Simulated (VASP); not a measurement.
# Si (I4_1/amd) in VASP: dielectric tensor with r2SCAN

Aim: the dielectric tensor of Si with r2SCAN.

Program: VASP 6.6.1. These are calculated values, not measurements. Logs are shortened: lines on timing, memory, paths and dates and some standing lists are left out, and cuts for length are marked.

## (1) The cell of the first run

Symmetry: I4_1/amd, No. 141, tetragonal system. Conventional cell: a = 3.850 Å, b = 3.850 Å, c = 5.499 Å, α = 90.00°, β = 90.00°, γ = 90.00°. Si (site symmetry -4m2) has 4 Si at 2.37 Å within 3.1 Å.

## (2) Dielectric tensor, r2SCAN (uniaxial z strain +1.0%)

The input, INCAR:

```
SYSTEM = Si
ALGO = Normal
EDIFF = 1E-8
ENCUT = 520
ISIF = 2
ISMEAR = 0
LASPH = .TRUE.
LCALCEPS = .TRUE.
LCHARG = .FALSE.
LMIXTAU = .TRUE.
LREAL = .FALSE.
LWAVE = .FALSE.
METAGGA = R2SCAN
NELM = 100
PREC = Accurate
SIGMA = 0.01
```

The input, KPOINTS:

```
k-points
0
G
  6 6 6
  0 0 0
```

The input, POSCAR:

```
Si
1.0
    0.0000000000      2.7221188956      2.7493400846
    2.7221188956      0.0000000000      2.7493400846
    2.7221188956      2.7221188956      0.0000000000
Si
2
Direct
    0.0000000000      0.0000000000      0.0000000000
    0.2500000000      0.2500000000      0.2500000000
```

Potentials or basis: VASP PAW PBE potentials, release 64 (Si).

Started as:

```
cat potpaw_PBE.64/Si/POTCAR > POTCAR
mpirun -np 1 vasp_std > vasp.out
```

OUTCAR:

```text
SYSTEM = Si
   EDIFF = 1E-8
   ENCUT = 520
   ISIF = 2
   ISMEAR = 0
   LASPH = .TRUE.
   LREAL = .FALSE.
   METAGGA = R2SCAN
   NELM = 100
   PREC = Accurate

 ion  position               nearest neighbor table
   1  0.000  0.000  0.000-   2 2.37   2 2.37   2 2.37   2 2.37
   2  0.250  0.250  0.250-   1 2.37   1 2.37   1 2.37   1 2.37

  LATTYP: Found a body centered tetragonal cell.
 ALAT       =     3.8496574605
 C/A-ratio  =     1.4283556980

  Lattice vectors:

 A1 = (  -2.7221188956,   0.0000000000,   2.7493400846)
 A2 = (   2.7221188956,   0.0000000000,   2.7493400846)
 A3 = (   0.0000000000,   2.7221188956,  -2.7493400846)

Analysis of symmetry for initial positions (statically):
=====================================================================
 Subroutine PRICEL returns:
 Original cell was already a primitive cell.

 Routine SETGRP: Setting up the symmetry group for a
 body centered tetragonal supercell.

 Subroutine GETGRP returns: Found 16 space group operations
 (whereof  8 operations were pure point group operations)
 out of a pool of 16 trial point group operations.

The static configuration has the point symmetry D_2d.
 The point group associated with its full space group is D_4h.

Analysis of symmetry for dynamics (positions and initial velocities):
=====================================================================
 Subroutine PRICEL returns:
 Original cell was already a primitive cell.

 Routine SETGRP: Setting up the symmetry group for a
 body centered tetragonal supercell.

 Subroutine GETGRP returns: Found 16 space group operations
 (whereof  8 operations were pure point group operations)
 out of a pool of 16 trial point group operations.

The dynamic configuration has the point symmetry D_2d.
 The point group associated with its full space group is D_4h.

 Subroutine INISYM returns: Found 16 space group operations
 (whereof  8 operations are pure point group operations),
 and found     1 'primitive' translations

----------------------------------------------------------------------------------------

                                     Primitive cell

  volume of cell :      40.7448

  direct lattice vectors                    reciprocal lattice vectors
     0.000000000  2.722118896  2.749340085    -0.183680441  0.183680441  0.181861823
     2.722118896  0.000000000  2.749340085     0.183680441 -0.183680441  0.181861823
     2.722118896  2.722118896  0.000000000     0.183680441  0.183680441 -0.181861823

  length of vectors
     3.868953629  3.868953629  3.849657461     0.317097354  0.317097354  0.317097354

  position of ions in fractional coordinates (direct lattice)
     0.000000000  0.000000000  0.000000000
     0.250000000  0.250000000  0.250000000

  ion indices of the primitive-cell ions
   primitive index   ion index
                 1           1
                 2           2

----------------------------------------------------------------------------------------

 KPOINTS: k-points

Automatic generation of k-mesh.
 Grid dimensions read from file:
 generate k-points for:    6    6    6

 Generating k-lattice:

  Cartesian coordinates                     Fractional coordinates (reciprocal lattice)
    -0.030613407  0.030613407  0.030310304     0.166666667  0.000000000  0.000000000
     0.030613407 -0.030613407  0.030310304     0.000000000  0.166666667  0.000000000
     0.030613407  0.030613407 -0.030310304     0.000000000  0.000000000  0.166666667

  Length of vectors
     0.052849559  0.052849559  0.052849559

  Shift w.r.t. Gamma in fractional coordinates (k-lattice)
     0.000000000  0.000000000  0.000000000

 Subroutine IBZKPT returns following result:
 ===========================================

 Found     30 irreducible k-points:

 Following reciprocal coordinates:
            Coordinates               Weight
  0.000000  0.000000  0.000000      1.000000
  0.166667  0.000000  0.000000      8.000000
  0.333333  0.000000  0.000000      8.000000
  0.500000  0.000000  0.000000      4.000000
  0.166667  0.166667  0.000000      2.000000
  0.333333  0.166667  0.000000      8.000000
[... 16 lines left out ...]
  0.333333  0.000000  0.333333      4.000000
  0.500000  0.000000  0.333333     16.000000
 [... further k-points ...]
   k-points           NKPTS =     30   k-points in BZ     NKDIM =     30   number of bands    NBANDS=      8
   number of dos      NEDOS =    301   number of ions     NIONS =      2
   total plane-waves  NPLWV =  27000
   dimension x,y,z NGX =    30 NGY =   30 NGZ =   30
   dimension x,y,z NGXF=    60 NGYF=   60 NGZF=   60
   ions per type =               2
   NGX,Y,Z   is equivalent  to a cutoff of  12.89, 12.89, 12.96 a.u.
   NGXF,Y,Z  is equivalent  to a cutoff of  25.78, 25.78, 25.91 a.u.
 SYSTEM =  Si
   PREC   = accura    normal or accurate (medium, high low for compatibility)
   ISTART =      0    job   : 0-new  1-cont  2-samecut
   ICHARG =      2    charge: 1-file 2-atom 10-const
   ISPIN  =      1    spin polarized calculation?
   LNONCOLLINEAR =      F non collinear calculations
   LSORBIT =      F    spin-orbit coupling
   LASPH  =      T    aspherical Exc in radial PAW
   ENCUT  =  520.0 eV  38.22 Ry    6.18 a.u.   7.19  7.19  7.16*2*pi/ulx,y,z
   NELM   =    100;   NELMIN=  2; NELMDL= -5     # of ELM steps
   EDIFF  = 0.1E-07   stopping-criterion for ELM
   LREAL  =      F    real-space projection
   EDIFFG = 0.1E-06   stopping-criterion for IOM
   NSW    =      0    number of steps for IOM
   IBRION =     -1    ionic relax: 0-MD 1-quasi-New 2-CG
   NFREE  =      0    steps in history (QN), initial steepest desc. (CG)
   ISIF   =      2    stress and relaxation
   ISYM   =      2    0-nonsym 1-usesym 2-fastsym
   POTIM  = 0.5000    time-step for ionic-motion
   TEBEG  =    0.0;   TEEND  =   0.0 temperature during run
   PSTRESS=    0.0 pullay stress
   NELECT =       8.0000    total number of electrons
   NUPDOWN=      -1.0000    fix difference up-down
   EMIN   =  10.00;   EMAX   =-10.00  energy-range for DOS
   EFERMI =   0.00;   METHOD = LEGACY
   ISMEAR =     0;   SIGMA  =   0.01  broadening in eV -4-tet -1-fermi 0-gaus
   EFERMI_NEDOS =   21; number of points for ismear=-14 and -15
   IALGO  =     38    algorithm
   IMIX   =      4    mixing-type and parameters
     AMIX     =   0.40;   BMIX     =  1.00
     AMIX_MAG =   1.60;   BMIX_MAG =  1.00
  volume/ion in A,a.u.               =      20.37       137.48
  Fermi-wavevector in a.u.,A,eV,Ry     =   0.951511  1.798096 12.318358  0.905374
  Thomas-Fermi vector in A             =   2.079988
   LORBIT       =      0    0 simple, 1 ext, 2 COOP (PROOUT), +10 PAW based schemes
   METAGGA = R2SCAN    functional components
   LHFCALC =     F    Hartree Fock is set to
   AEXX    =    0.0000 exact exchange contribution
   IVDW    =     0    specifies the selected vdW correction
   LEPSILON=     F    determine dielectric tensor
   LRPA    =     F    only Hartree local field effects (RPA)
   LRPA       =     F
 non-spin polarized calculation
 Gauss-broadening in eV      SIGMA  =   0.01
  energy-cutoff  :      520.00
  volume of cell :       40.74
 maximum number of plane-waves:      1115
 NGX is ok and might be reduce to    30
   NGX = 15   NGY = 15   NGZ = 15

 Total electronic dipole moment: p[elc]=(     0.00000    -0.00000     0.00000 ) |e| Angst

 number of electron       8.0000001 magnetization

 Free energy of the ion-electron system (eV)
  ---------------------------------------------------
  ext. energy  EPLUGINS =         0.00000000
  ---------------------------------------------------
  free energy    TOTEN  =       -17.52654397 eV

  energy without entropy =      -17.52654397  energy(sigma->0) =      -17.52654397

 E-fermi :   5.6338     XC(G=0):  -9.7822

 val. band max:        5.5934368851   @ k =   0.0000   0.0000   0.0000
 cond. band min:   10000.0000000000   @ k =   0.0000   0.0000   0.0000
 fundamental gap:   9994.4065631149
 Fermi energy:         5.6338294334

 k-point     1 :       0.0000    0.0000    0.0000
  band No.  band energies     occupation
      1      -6.8350      2.00000
      2       5.5182      2.00000
      3       5.5933      2.00000
      4       5.5934      2.00000
      5   10000.0000      0.00000
      6   10000.0000      0.00000
      7   10000.0000      0.00000
      8   10000.0000      0.00000
[... 243 lines left out ...]
 k-point    24 :       0.5000    0.0000    0.3333
  band No.  band energies     occupation
      1      -3.6396      2.00000
      2      -1.2144      2.00000
      3       1.8317      2.00000
      4       2.8874      2.00000
      5   10000.0000      0.00000
      6   10000.0000      0.00000
      7   10000.0000      0.00000
      8   10000.0000      0.00000

 [... further k-points ...]

------------------------ aborting loop because EDIFF is reached ----------------------------------------

            Ionic dipole moment: p[ion]=(     5.44424     5.44424     5.49868 ) |e| Angst

 Total electronic dipole moment: p[elc]=(     0.00007     0.00007     0.02335 ) |e| Angst

 MACROSCOPIC STATIC DIELECTRIC TENSOR (including local field effects)
 ------------------------------------------------------
          11.192578     0.000000     0.000000
           0.000000    11.192578     0.000000
          -0.000000    -0.000000    11.369034
 ------------------------------------------------------

 PIEZOELECTRIC TENSOR (including local field effects) (e Angst)
          XX          YY          ZZ          XY          YZ          ZX
  --------------------------------------------------------------------------------
  x     0.00000    -0.00000     0.00000     0.00000     0.00000     0.00000
  y    -0.00000     0.00000     0.00000     0.00000     0.00000     0.00000
  z     0.00000     0.00000     0.00000     0.00000     0.00000     0.00000

 PIEZOELECTRIC TENSOR (including local field effects) (C/m^2)
          XX          YY          ZZ          XY          YZ          ZX
  --------------------------------------------------------------------------------
  x     0.00000    -0.00000     0.00000     0.00000     0.00000     0.00000
  y    -0.00000     0.00000     0.00000     0.00000     0.00000     0.00000
  z     0.00000     0.00000     0.00000     0.00000     0.00000     0.00000

 BORN EFFECTIVE CHARGES (including local field effects) (in |e|, cummulative output)
 ---------------------------------------------------------------------------------
 ion    1
    1     0.00000     0.00000     0.00000
    2     0.00000     0.00000     0.00000
    3    -0.00000    -0.00000     0.00000
 ion    2
    1     0.00000     0.00000    -0.00000
    2     0.00000     0.00000    -0.00000
    3    -0.00000    -0.00000     0.00000

  FORCE on cell =-STRESS in cart. coord.  units (eV):
  Direction    XX          YY          ZZ          XY          YZ          ZX
  --------------------------------------------------------------------------------------
  -------------------------------------------------------------------------------------
  Total       -0.1933767     -0.1933767     -0.4677917      0.0000000      0.0000000      0.0000000
  in kB       -7.6039997     -7.6039997    -18.3946052      0.0000000      0.0000000      0.0000000
  external PRESSURE =     -11.2008682 kB  Pullay stress =       0.0000000 kB

 VOLUME and BASIS-vectors are now :
 -----------------------------------------------------------------------------
  energy-cutoff  :      520.00
  volume of cell :       40.74
      direct lattice vectors                 reciprocal lattice vectors
     0.000000000  2.722118896  2.749340085    -0.183680441  0.183680441  0.181861823
     2.722118896  0.000000000  2.749340085     0.183680441 -0.183680441  0.181861823
     2.722118896  2.722118896  0.000000000     0.183680441  0.183680441 -0.181861823

 POSITION                                       TOTAL-FORCE (eV/Angst)
 -----------------------------------------------------------------------------------
      0.00000      0.00000      0.00000         0.000000      0.000000      0.000000
      1.36106      1.36106      1.37467        -0.000000     -0.000000     -0.000000
 -----------------------------------------------------------------------------------
    total drift:                               -0.000000     -0.000000     -0.000000

  FREE ENERGIE OF THE ION-ELECTRON SYSTEM (eV)
  ---------------------------------------------------
  free  energy   TOTEN  =       -17.5265439721 eV

  energy  without entropy=      -17.5265439721  energy(sigma->0) =      -17.52654397
```

Run time: 11 min. Hardware: 1 thread of Intel Xeon 6975P-C (Granite Rapids), shared host; peak memory 0.28 GiB.

Results:

* Band gap on the k mesh: 0.89 eV (least direct gap 2.71 eV)
* Electronic dielectric tensor (diagonal): 11.19, 11.19, 11.37
* Born charges (mean of the diagonal): Si +0.00 e

Electronic dielectric tensor:
```
11.19  0.00  0.00
 0.00 11.19  0.00
 0.00  0.00 11.37
```

Born effective charge tensors (e):
atom 1, Si
```
0.00 0.00 0.00
0.00 0.00 0.00
0.00 0.00 0.00
```
atom 2, Si
```
0.00 0.00 0.00
0.00 0.00 0.00
0.00 0.00 0.00
```

Dipole moments of the cell (e·Å, modulo the quantum): ionic 5.444, 5.444, 5.499; electronic 0.000, 0.000, 0.023

Caveat: the cell differs from its parent crystal (uniaxial z strain +1.0%); the PAW data sets were made with another functional, which shifts forces and pressure a little. A k mesh can miss the band edges.
